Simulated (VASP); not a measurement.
Write the native input for VASP 6.6.1 that does the following.

```yaml
Task: single point
Functional: PBE
Potentials_or_basis: VASP PAW PBE potentials, release 64 (In_d, Se)
Cutoff: 520 eV
k_mesh: 6 × 6 × 1
Occupations: gaussian, width 0.1 eV
Spin: no spin polarisation
Dipole_correction: no
Further_INCAR_settings: ALGO = Normal; EDIFF = 1e-07; NBANDS = 48
```

The structure of InSe lies in POSCAR:

```
InSe
1.0
    4.0862767286      0.0000000000      0.0000000000
   -2.0431383643      3.5388194539      0.0000000000
    0.0000000000      0.0000000000     18.7098153950
In Se
4 4
Direct
    0.3333333333      0.6666666667      0.1745454412
    0.6666666667      0.3333333333      0.6745454412
    0.3333333333      0.6666666667      0.3254545588
    0.6666666667      0.3333333333      0.8254545588
    0.3333333333      0.6666666667      0.6065305082
    0.6666666667      0.3333333333      0.1065305082
    0.3333333333      0.6666666667      0.8934694918
    0.6666666667      0.3333333333      0.3934694918
```

The input as run:

INCAR

```
PREC = Accurate
ENCUT = 520
EDIFF = 1E-7
ISMEAR = 0
SIGMA = 0.1
LREAL = F
LASPH = T
NELM = 100
ALGO = Normal
ISIF = 2
LWAVE = F
LCHARG = T
GGA = PE
LELF = T
LVHAR = T
NBANDS = 48
```

KPOINTS

```
regular mesh
0
Gamma
  6 6 1
```

Potentials or basis: VASP PAW PBE potentials, release 64 (In_d, Se).

Command:

```sh
$ cat potpaw_PBE.64/In_d/POTCAR potpaw_PBE.64/Se/POTCAR > POTCAR
$ mpirun -np 1 vasp_std > vasp.out
```

Results of the run:

- Pressure: 0.1 GPa
- Largest force: 0.017 eV/Å
- Band gap on the k mesh: 0.78 eV, direct

Caveat: spin-orbit coupling is left out, which moves the levels of the heavy elements; this functional lacks dispersion, which binds the layers, so the pressure and a relaxed spacing across them are unreliable.

Wall time 2 min on 1 thread of Intel(R) Xeon(R) Platinum 8488C (Sapphire Rapids), with other jobs on the host, peak memory 0.37 GiB.
